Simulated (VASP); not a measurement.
Wanted: the native input for a VASP 6.6.1 run.

| Item | Value |
| --- | --- |
| Task | relaxation of cell and atoms |
| Functional | LDA |
| Potentials or basis | VASP PAW LDA potentials, release 64 (Hf_pv, O) |
| Cutoff | 600 eV |
| k mesh | 4 × 6 × 4 |
| Occupations | gaussian, width 0.1 eV |
| Spin | no spin polarisation |
| Dipole correction | no |
| Further INCAR settings | ALGO = Normal; EDIFF = 1e-06; IBRION = 2; EDIFFG = -0.05; NSW = 100; ISIF = 3 |

The structure of HfO2 lies in POSCAR:

```
HfO2
1.0
    5.5563950000      0.0000000000      0.0000000000
    0.0000000000      3.3335970000      0.0000000000
    0.0000000000      0.0000000000      6.5049950000
Hf O
4 8
Direct
    0.7513180000      0.2500000000      0.1078710000
    0.2486820000      0.7500000000      0.8921290000
    0.2513180000      0.2500000000      0.3921290000
    0.7486820000      0.7500000000      0.6078710000
    0.9792060000      0.7500000000      0.3414530000
    0.0207940000      0.2500000000      0.6585470000
    0.4792060000      0.7500000000      0.1585470000
    0.5207940000      0.2500000000      0.8414530000
    0.8605010000      0.7500000000      0.9234000000
    0.1394990000      0.2500000000      0.0766000000
    0.3605010000      0.7500000000      0.5766000000
    0.6394990000      0.2500000000      0.4234000000
```

One way to write it, as run:

INCAR

```
SYSTEM = HfO2
ALGO = Normal ; EDIFF = 1E-6
EDIFFG = -0.05 ; ENCUT = 600
GGA = CA ; IBRION = 2
ISIF = 3 ; ISMEAR = 0
LASPH = .True. ; LCHARG = .False.
LREAL = .False. ; LWAVE = .False.
NELM = 100 ; NSW = 100
PREC = Accurate ; SIGMA = 0.1
```

KPOINTS

```
k-points
0
Gamma
  4 6 4
  0 0 0
```

Potentials or basis: VASP PAW LDA potentials, release 64 (Hf_pv, O).

Launch:

```bash
$ cat potpaw_LDA.64/Hf_pv/POTCAR potpaw_LDA.64/O/POTCAR > POTCAR
$ mpirun -np 1 vasp_std > vasp.out
```

It gave:

```yaml
Relaxed_volume: 9.41 Å³/atom
Relaxed_cell: a = 5.462 Å, b = 3.240 Å, c = 6.381 Å, α = 90.00°, β = 90.00°, γ = 90.00°
Space_group_after_relaxing_to_0.1_Å: Pnma (No. 62)
Energy_gained_by_relaxing: 32.9 meV/atom
Ionic_steps: 12
Pressure_after_relaxing: 0.1 GPa
Largest_force_after_relaxing: 0.042 eV/Å
Band_gap_on_the_k_mesh: 3.18 eV
```

Caveat: spin-orbit coupling is left out, which moves the levels of the heavy elements; the relaxation stopped at a loose force limit of 0.05 eV/Å, so its end isn't a converged minimum.

It took 37 min on 1 thread of Oxide Virtual Turin-like Processor, with other jobs on the host, peak memory 0.31 GiB.
